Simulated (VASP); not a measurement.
# AlN (P6_3mc) in VASP: a series of runs

AlN is run at these levels: PBEsol; tasks: single point.

All numbers are computed with VASP 6.6.1; they aren't measurements. Logs are shortened: lines on timing, memory, paths and dates and some standing lists are left out, and cuts for length are marked.

### 1 The cell of the first run

The structure is hexagonal, space group P6_3mc (No. 186). Conventional cell: a = 3.238 Å, b = 3.238 Å, c = 4.585 Å, α = 90.00°, β = 90.00°, γ = 120.00°. Within 2.3 Å of Al (site symmetry 3m) lie 4 N at 1.75 to 1.95 Å. Within 2.3 Å of N (site symmetry 3m) lie 4 Al at 1.75 to 1.95 Å.

### 2 Single point, PBEsol (strain +0.040 along x and y, -0.080 along z)

INCAR reads:

```
  PREC = Accurate
  ENCUT = 600
  EDIFF = 1E-6
  ISMEAR = 0
  SIGMA = 0.05
  LREAL = False
  LASPH = True
  NELM = 120
  ALGO = Normal
  ISIF = 2
  LWAVE = False
  LCHARG = False
  GGA = PS
  NBANDS = 16
  GGA_COMPAT = False
```

KPOINTS reads:

```
regular mesh
0
Gamma
  12 12 6
```

POSCAR reads:

```
AlN
1.0
    3.2382403522      0.0000000000      0.0000000000
   -1.6191201761      2.8043984086      0.0000000000
    0.0000000000      0.0000000000      4.5847432227
Al N
2 2
Direct
    0.3333333333      0.6666666667      0.0015080761
    0.6666666667      0.3333333333      0.5015080761
    0.3333333333      0.6666666667      0.3834919239
    0.6666666667      0.3333333333      0.8834919239
```

Potentials or basis: VASP PAW PBE potentials, release 64 (Al, N).

The run is started by

```bash
$ cat potpaw_PBE.64/Al/POTCAR potpaw_PBE.64/N/POTCAR > POTCAR
$ mpirun -np 1 vasp_std > vasp.out
```

OUTCAR:

```text
PREC = Accurate
   ENCUT = 600
   EDIFF = 1E-6
   ISMEAR = 0
   LREAL = False
   LASPH = True
   NELM = 120
   ISIF = 2
   GGA = PS

 ion  position               nearest neighbor table
   1  0.333  0.667  0.002-   3 1.75   4 1.95   4 1.95   4 1.95   2 2.96   2 2.96   2 2.96   2 2.96
                             2 2.96   2 2.96
   2  0.667  0.333  0.502-   4 1.75   3 1.95   3 1.95   3 1.95   1 2.96   1 2.96   1 2.96   1 2.96
                             1 2.96   1 2.96
   3  0.333  0.667  0.383-   1 1.75   2 1.95   2 1.95   2 1.95
   4  0.667  0.333  0.883-   2 1.75   1 1.95   1 1.95   1 1.95

  LATTYP: Found a hexagonal cell.
 ALAT       =     3.2382403522
 C/A-ratio  =     1.4158131343

  Lattice vectors:

 A1 = (   3.2382403522,   0.0000000000,   0.0000000000)
 A2 = (  -1.6191201761,   2.8043984086,   0.0000000000)
 A3 = (   0.0000000000,   0.0000000000,   4.5847432227)

Analysis of symmetry for initial positions (statically):
=====================================================================
 Subroutine PRICEL returns:
 Original cell was already a primitive cell.

 Routine SETGRP: Setting up the symmetry group for a
 hexagonal supercell.

 Subroutine GETGRP returns: Found 12 space group operations
 (whereof  6 operations were pure point group operations)
 out of a pool of 24 trial point group operations.

The static configuration has the point symmetry C_3v.
 The point group associated with its full space group is C_6v.

Analysis of symmetry for dynamics (positions and initial velocities):
=====================================================================
 Subroutine PRICEL returns:
 Original cell was already a primitive cell.

 Routine SETGRP: Setting up the symmetry group for a
 hexagonal supercell.

 Subroutine GETGRP returns: Found 12 space group operations
 (whereof  6 operations were pure point group operations)
 out of a pool of 24 trial point group operations.

The dynamic configuration has the point symmetry C_3v.
 The point group associated with its full space group is C_6v.

 Subroutine INISYM returns: Found 12 space group operations
 (whereof  6 operations are pure point group operations),
 and found     1 'primitive' translations

----------------------------------------------------------------------------------------

                                     Primitive cell

  volume of cell :      41.6355

  direct lattice vectors                    reciprocal lattice vectors
     3.238240352  0.000000000  0.000000000     0.308809690  0.178291358  0.000000000
    -1.619120176  2.804398409  0.000000000     0.000000000  0.356582716  0.000000000
     0.000000000  0.000000000  4.584743223     0.000000000  0.000000000  0.218114723

  length of vectors
     3.238240352  3.238240352  4.584743223     0.356582716  0.356582716  0.218114723

  position of ions in fractional coordinates (direct lattice)
     0.333333333  0.666666667  0.001508076
     0.666666667  0.333333333  0.501508076
     0.333333333  0.666666667  0.383491924
     0.666666667  0.333333333  0.883491924

  ion indices of the primitive-cell ions
   primitive index   ion index
                 1           1
                 2           2
                 3           3
                 4           4

----------------------------------------------------------------------------------------

 KPOINTS: regular mesh

Automatic generation of k-mesh.
 Grid dimensions read from file:
 generate k-points for:   12   12    6

 Generating k-lattice:

  Cartesian coordinates                     Fractional coordinates (reciprocal lattice)
     0.025734141  0.014857613  0.000000000     0.083333333  0.000000000  0.000000000
     0.000000000  0.029715226  0.000000000     0.000000000  0.083333333  0.000000000
     0.000000000  0.000000000  0.036352454     0.000000000  0.000000000  0.166666667

  Length of vectors
     0.029715226  0.029715226  0.036352454

  Shift w.r.t. Gamma in fractional coordinates (k-lattice)
     0.000000000  0.000000000  0.000000000

 Subroutine IBZKPT returns following result:
 ===========================================

 Found     76 irreducible k-points:

 Following reciprocal coordinates:
            Coordinates               Weight
  0.000000  0.000000  0.000000      1.000000
  0.083333  0.000000  0.000000      6.000000
  0.166667  0.000000  0.000000      6.000000
  0.250000  0.000000  0.000000      6.000000
  0.333333  0.000000  0.000000      6.000000
  0.416667  0.000000  0.000000      6.000000
[... 16 lines left out ...]
  0.250000  0.000000  0.166667     12.000000
  0.333333  0.000000  0.166667     12.000000
 [... further k-points ...]
   k-points           NKPTS =     76   k-points in BZ     NKDIM =     76   number of bands    NBANDS=     16
   number of dos      NEDOS =    301   number of ions     NIONS =      4
   total plane-waves  NPLWV =  31360
   dimension x,y,z NGX =    28 NGY =   28 NGZ =   40
   dimension x,y,z NGXF=    56 NGYF=   56 NGZF=   80
   ions per type =               2   2
   NGX,Y,Z   is equivalent  to a cutoff of  14.37, 14.37, 14.50 a.u.
   NGXF,Y,Z  is equivalent  to a cutoff of  28.75, 28.75, 29.01 a.u.
 SYSTEM =  unknown system
   PREC   = accura    normal or accurate (medium, high low for compatibility)
   ISTART =      0    job   : 0-new  1-cont  2-samecut
   ICHARG =      2    charge: 1-file 2-atom 10-const
   ISPIN  =      1    spin polarized calculation?
   LNONCOLLINEAR =      F non collinear calculations
   LSORBIT =      F    spin-orbit coupling
   LASPH  =      T    aspherical Exc in radial PAW
   ENCUT  =  600.0 eV  44.10 Ry    6.64 a.u.   6.47  6.47  9.16*2*pi/ulx,y,z
   NELM   =    120;   NELMIN=  2; NELMDL= -5     # of ELM steps
   EDIFF  = 0.1E-05   stopping-criterion for ELM
   LREAL  =      F    real-space projection
   EDIFFG = 0.1E-04   stopping-criterion for IOM
   NSW    =      0    number of steps for IOM
   IBRION =     -1    ionic relax: 0-MD 1-quasi-New 2-CG
   NFREE  =      0    steps in history (QN), initial steepest desc. (CG)
   ISIF   =      2    stress and relaxation
   ISYM   =      2    0-nonsym 1-usesym 2-fastsym
   POTIM  = 0.5000    time-step for ionic-motion
   TEBEG  =    0.0;   TEEND  =   0.0 temperature during run
   PSTRESS=    0.0 pullay stress
   NELECT =      16.0000    total number of electrons
   NUPDOWN=      -1.0000    fix difference up-down
   EMIN   =  10.00;   EMAX   =-10.00  energy-range for DOS
   EFERMI =   0.00;   METHOD = LEGACY
   ISMEAR =     0;   SIGMA  =   0.05  broadening in eV -4-tet -1-fermi 0-gaus
   EFERMI_NEDOS =   21; number of points for ismear=-14 and -15
   IALGO  =     38    algorithm
   IMIX   =      4    mixing-type and parameters
     AMIX     =   0.40;   BMIX     =  1.00
     AMIX_MAG =   1.60;   BMIX_MAG =  1.00
  volume/ion in A,a.u.               =      10.41        70.24
  Fermi-wavevector in a.u.,A,eV,Ry     =   1.190219  2.249188 19.274303  1.416621
  Thomas-Fermi vector in A             =   2.326309
   LORBIT       =      0    0 simple, 1 ext, 2 COOP (PROOUT), +10 PAW based schemes
   GGA     = PS    functional components
   LHFCALC =     F    Hartree Fock is set to
   AEXX    =    0.0000 exact exchange contribution
   IVDW    =     0    specifies the selected vdW correction
   LEPSILON=     F    determine dielectric tensor
   LRPA    =     F    only Hartree local field effects (RPA)
 non-spin polarized calculation
 Gauss-broadening in eV      SIGMA  =   0.05
  energy-cutoff  :      600.00
  volume of cell :       41.64
 maximum number of plane-waves:      1435
 NGX is ok and might be reduce to    28
   NGX = 13   NGY = 13   NGZ = 19

 number of electron      15.9999999 magnetization

 Free energy of the ion-electron system (eV)
  ---------------------------------------------------
  ext. energy  EPLUGINS =         0.00000000
  ---------------------------------------------------
  free energy    TOTEN  =       -30.76537916 eV

  energy without entropy =      -30.76537916  energy(sigma->0) =      -30.76537916

 E-fermi :   6.6348     XC(G=0): -11.1070

 val. band max:        6.3524720970   @ k =   0.0000   0.0000   0.0000
 cond. band min:      10.1702508000   @ k =   0.0000   0.0000   0.0000
 fundamental gap:      3.8177787030
 Fermi energy:         6.6348324048

 k-point     1 :       0.0000    0.0000    0.0000
  band No.  band energies     occupation
      1      -9.1289      2.00000
      2      -6.4011      2.00000
      3       0.4198      2.00000
      4       4.7257      2.00000
      5       4.7257      2.00000
      6       5.7830      2.00000
[... 8 lines left out ...]
     15      18.7060      0.00000
     16      19.6976      0.00000

 k-point     2 :       0.0833    0.0000    0.0000
  band No.  band energies     occupation
      1      -9.0480      2.00000
      2      -6.3731      2.00000
      3       0.5132      2.00000
      4       4.3534      2.00000
      5       4.6051      2.00000
      6       5.3787      2.00000
[... 8 lines left out ...]
     15      18.7919      0.00000
     16      19.0040      0.00000

 k-point     3 :       0.1667    0.0000    0.0000
  band No.  band energies     occupation
      1      -8.8118      2.00000
      2      -6.3027      2.00000
      3       0.7881      2.00000
      4       3.4520      2.00000
      5       4.3233      2.00000
      6       4.5870      2.00000
[... 8 lines left out ...]
     15      18.3087      0.00000
     16      18.5827      0.00000

 k-point     4 :       0.2500    0.0000    0.0000
  band No.  band energies     occupation
      1      -8.4424      2.00000
      2      -6.2306      2.00000
      3       1.2260      2.00000
      4       2.4149      2.00000
      5       3.7584      2.00000
      6       4.0045      2.00000
[... 8 lines left out ...]
     15      18.2235      0.00000
     16      18.6210      0.00000
[... 324 lines left out ...]
 k-point    22 :       0.1667    0.0000    0.1667
  band No.  band energies     occupation
      1      -8.6856      2.00000
      2      -6.5407      2.00000
      3       1.0625      2.00000
      4       3.6069      2.00000
      5       4.2987      2.00000
      6       4.4072      2.00000
[... 8 lines left out ...]
     15      18.4268      0.00000
     16      18.5717      0.00000

 k-point    23 :       0.2500    0.0000    0.1667
  band No.  band energies     occupation
      1      -8.3245      2.00000
      2      -6.4229      2.00000
      3       1.2169      2.00000
      4       2.7445      2.00000
      5       3.5105      2.00000
      6       4.0990      2.00000
[... 8 lines left out ...]
     15      18.5856      0.00000
     16      18.7118      0.00000

 k-point    24 :       0.3333    0.0000    0.1667
  band No.  band energies     occupation
      1      -7.8802      2.00000
      2      -6.3512      2.00000
      3       1.0256      2.00000
      4       2.2802      2.00000
      5       2.9980      2.00000
      6       3.8332      2.00000
[... 8 lines left out ...]
     15      18.8948      0.00000
     16      19.5015      0.00000

 [... further k-points ...]

------------------------ aborting loop because EDIFF is reached ----------------------------------------

  FORCE on cell =-STRESS in cart. coord.  units (eV):
  Direction    XX          YY          ZZ          XY          YZ          ZX
  --------------------------------------------------------------------------------------
  -------------------------------------------------------------------------------------
  Total       -3.5744760     -3.5744760     10.2005734      0.0000000      0.0000000      0.0000000
  in kB     -137.5495457   -137.5495457    392.5286495      0.0000000      0.0000000      0.0000000
  external PRESSURE =      39.1431860 kB  Pullay stress =       0.0000000 kB

 VOLUME and BASIS-vectors are now :
 -----------------------------------------------------------------------------
  energy-cutoff  :      600.00
  volume of cell :       41.64
      direct lattice vectors                 reciprocal lattice vectors
     3.238240352  0.000000000  0.000000000     0.308809690  0.178291358  0.000000000
    -1.619120176  2.804398409  0.000000000     0.000000000  0.356582716  0.000000000
     0.000000000  0.000000000  4.584743223     0.000000000  0.000000000  0.218114723

 POSITION                                       TOTAL-FORCE (eV/Angst)
 -----------------------------------------------------------------------------------
     -0.00000      1.86960      0.00691         0.000000     -0.000000     -2.405264
      1.61912      0.93480      2.29929        -0.000000      0.000000     -2.405264
     -0.00000      1.86960      1.75821        -0.000000     -0.000000      2.405264
      1.61912      0.93480      4.05058         0.000000     -0.000000      2.405264
 -----------------------------------------------------------------------------------
    total drift:                               -0.000000      0.000000      0.000252

  FREE ENERGIE OF THE ION-ELECTRON SYSTEM (eV)
  ---------------------------------------------------
  free  energy   TOTEN  =       -30.7653791592 eV

  energy  without entropy=      -30.7653791592  energy(sigma->0) =      -30.76537916
```

It took 22 s on 1 thread of Intel Xeon 6975P-C (Granite Rapids), shared host; peak memory 0.2 GiB.

Results:

* Free energy: -30.7654 eV
* Pressure: 3.9 GPa
* Largest force: 2.405 eV/Å
* Band gap on the k mesh: 3.82 eV

Forces in eV/Å, atoms in the order of the input:
```
Al   0.000  0.000 -2.405
Al   0.000  0.000 -2.405
N    0.000  0.000  2.405
N    0.000  0.000  2.405
```

Stress tensor (GPa, compression positive):
```
-13.75   0.00   0.00
  0.00 -13.75   0.00
  0.00   0.00  39.25
```

Levels at points of the mesh, in eV from the valence-band top:
```tsv
k point	band 6	band 7	band 8	band 9	band 10	band 11
(0.00, 0.00, 0.00)	-0.57	-0.57	0.00	3.82	5.29	9.74
(0.50, 0.00, 0.00)	-2.86	-2.01	-0.79	4.82	6.27	7.76
(0.00, 0.00, 0.50)	-1.12	-1.12	-1.12	5.70	5.70	10.04
(0.50, 0.00, 0.50)	-1.98	-1.28	-1.28	5.21	5.21	9.34
```

Caveat: the cell differs from its parent crystal (strain +0.040 along x and y, -0.080 along z); the cell stands under pressure; the PAW data sets were made with another functional, which shifts forces and pressure a little. A k mesh can miss the band edges.

### 3 Single point, PBEsol (strain +0.000 along x and y, +0.040 along z)

INCAR reads:

```
SYSTEM = AlN
PREC = Accurate
ENCUT = 600
EDIFF = 1E-6
ISMEAR = 0
SIGMA = 0.05
LREAL = .False.
LASPH = .True.
NELM = 120
ALGO = Normal
ISIF = 2
LWAVE = .False.
LCHARG = .False.
GGA = PS
NBANDS = 16
GGA_COMPAT = .False.
```

KPOINTS reads:

```
Automatic mesh
0
Gamma
  12 12 6
  0 0 0
```

POSCAR reads:

```
AlN
1.0
    3.1136926464      0.0000000000      0.0000000000
   -1.5568463232      2.6965369313      0.0000000000
    0.0000000000      0.0000000000      5.1827532083
Al N
2 2
Direct
    0.3333333333      0.6666666667      0.0015080761
    0.6666666667      0.3333333333      0.5015080761
    0.3333333333      0.6666666667      0.3834919239
    0.6666666667      0.3333333333      0.8834919239
```

Potentials or basis: VASP PAW PBE potentials, release 64 (Al, N).

The run is started by

```bash
$ cat potpaw_PBE.64/Al/POTCAR potpaw_PBE.64/N/POTCAR > POTCAR
$ mpirun -np 1 vasp_std > vasp.out
```

Run time: 22 s. Hardware: 1 thread of Intel Xeon 6975P-C (Granite Rapids), shared host; peak memory 0.2 GiB.

Results (log left out):

```
Free energy            : -31.2318 eV
Pressure               : -6.9 GPa
Largest force          : 0.325 eV/Å
Band gap on the k mesh : 3.84 eV
```

Forces in eV/Å, atoms in the order of the input:
```
Al   0.000  0.000  0.325
Al   0.000  0.000  0.325
N    0.000  0.000 -0.325
N    0.000  0.000 -0.325
```

Stress tensor (GPa, compression positive):
```
 -2.48   0.00   0.00
  0.00  -2.48   0.00
  0.00   0.00 -15.61
```

Levels at points of the mesh, in eV from the valence-band top:
```tsv
k point	band 5	band 6	band 7	band 8	band 9	band 10	band 11	band 12
(0.00, 0.00, 0.00)	-0.58	-0.04	-0.04	0.00	3.84	6.71	10.11	11.23
(0.50, 0.00, 0.00)	-3.13	-1.78	-1.61	-0.59	5.49	5.86	7.84	9.92
(0.00, 0.00, 0.50)	-0.32	-0.32	-0.32	-0.32	6.30	6.30	9.85	9.85
(0.50, 0.00, 0.50)	-1.31	-1.31	-1.24	-1.24	5.05	5.05	8.96	8.96
```

Caveat: the cell differs from its parent crystal (strain +0.000 along x and y, +0.040 along z); the cell stands under tension; the PAW data sets were made with another functional, which shifts forces and pressure a little. A k mesh can miss the band edges.

### 4 Single point, PBEsol (strain +0.040 along x and y, -0.040 along z)

INCAR reads:

```
SYSTEM = AlN
PREC = Accurate ; ENCUT = 600
EDIFF = 1E-6 ; ISMEAR = 0
SIGMA = 0.05 ; LREAL = .FALSE.
LASPH = .TRUE. ; NELM = 120
ALGO = Normal ; ISIF = 2
LWAVE = .FALSE. ; LCHARG = .TRUE.
GGA = PS ; LELF = .TRUE.
LVHAR = .TRUE. ; NBANDS = 16
GGA_COMPAT = .FALSE.
```

KPOINTS reads:

```
regular mesh
0
G
  12 12 6
  0 0 0
```

POSCAR reads:

```
AlN
1.0
    3.2382403522      0.0000000000      0.0000000000
   -1.6191201761      2.8043984086      0.0000000000
    0.0000000000      0.0000000000      4.7840798845
Al N
2 2
Direct
    0.3333333333      0.6666666667      0.0015080761
    0.6666666667      0.3333333333      0.5015080761
    0.3333333333      0.6666666667      0.3834919239
    0.6666666667      0.3333333333      0.8834919239
```

The run is started by

```bash
$ cat potpaw_PBE.64/Al/POTCAR potpaw_PBE.64/N/POTCAR > POTCAR
$ mpirun -np 1 vasp_std > vasp.out
```

Run time: 23 s. Hardware: 1 thread of Intel Xeon 6975P-C (Granite Rapids), shared host; peak memory 0.2 GiB.

Results (log left out):

| Quantity | Value |
| --- | --- |
| Free energy | -31.0606 eV |
| Pressure | -6.3 GPa |
| Largest force | 1.097 eV/Å |
| Band gap on the k mesh | 3.58 eV |

Forces in eV/Å, atoms in the order of the input:
```
Al   0.000  0.000 -1.097
Al   0.000  0.000 -1.097
N    0.000  0.000  1.097
N    0.000  0.000  1.097
```

Stress tensor (GPa, compression positive):
```
-16.36   0.00   0.00
  0.00 -16.36   0.00
  0.00   0.00  13.88
```

Levels at points of the mesh, in eV from the valence-band top:
```
           k point  band 4  band 5  band 6  band 7  band 8  band 9  band 10  band 11  band 12  band 13
(0.00, 0.00, 0.00)   -1.35   -1.35   -0.46   -0.46    0.00    3.58     5.35     9.88     9.88    10.39
(0.50, 0.00, 0.00)   -4.00   -3.48   -2.55   -1.92   -0.78    4.95     5.92     7.53     9.74    10.15
(0.00, 0.00, 0.50)   -3.20   -0.92   -0.92   -0.92   -0.92    5.57     5.57    10.07    10.07    10.19
(0.50, 0.00, 0.50)   -5.73   -1.78   -1.78   -1.31   -1.31    5.05     5.05     8.95     8.95    11.28
```

Caveat: the cell differs from its parent crystal (strain +0.040 along x and y, -0.040 along z); the cell stands under tension; the PAW data sets were made with another functional, which shifts forces and pressure a little.

(Part 1 of 2 ends here.)
